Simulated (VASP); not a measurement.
A run of VASP 6.6.1 is set up as follows.

Contents of INCAR:

```
SYSTEM = In
PREC = Accurate
ENCUT = 400
EDIFF = 1E-6
ISMEAR = -1
SIGMA = 0.1
LREAL = .FALSE.
LASPH = .TRUE.
NELM = 120
ALGO = Normal
ISIF = 2
LWAVE = .FALSE.
LCHARG = .FALSE.
NBANDS = 62
GGA_COMPAT = .FALSE.
```

Contents of KPOINTS:

```
Automatic mesh
0
G
  3 3 1
  0 0 0
```

The input POSCAR:

```
In
1.0
    3.3638400000      0.0000000000      0.0000000000
   -3.3638400000      5.8263400000      0.0000000000
    0.0000000000      0.0000000000     10.7997100000
In
8
Direct
    0.0001401433      0.0025626723      0.0051037482
    0.3377981227      0.3324646347      0.2475422951
   -0.0073601916     -0.0040806063      0.5009927118
    0.6683162183      0.1740427095      0.7492966941
   -0.0168371944      0.4915767017     -0.0033729609
    0.3425196576      0.8379897157      0.2518737077
    0.0007053198      0.4964188496      0.5002194503
    0.6747185648      0.6690256662      0.7483444463
```

Potentials or basis: VASP PAW LDA potentials, release 64 (In_d).

Run with:

```sh
$ cat potpaw_LDA.64/In_d/POTCAR > POTCAR
$ mpirun -np 1 vasp_std > vasp.out
```

Question: What does it give for the band gap on the k mesh?

Answer: Zero (bands 52 and 53 overlap by 1.56 eV).

Question: What does it give for the largest force?

Answer: 0.143 eV/Å.

Question: What does it give for the pressure?

Answer: -3.3 GPa.

Forces on the atoms (eV/Å):
```
In  -0.020 -0.046 -0.103
In   0.002 -0.076  0.071
In   0.010  0.042 -0.043
In   0.009  0.062  0.038
In   0.018  0.071 -0.008
In  -0.019 -0.139  0.025
In   0.010 -0.028 -0.042
In  -0.010  0.115  0.062
```

Caveat: the k points lie up to 0.62 Å⁻¹ apart, too coarse for converged energies and pressures of a metal; spin-orbit coupling is left out, which moves the levels of the heavy elements.
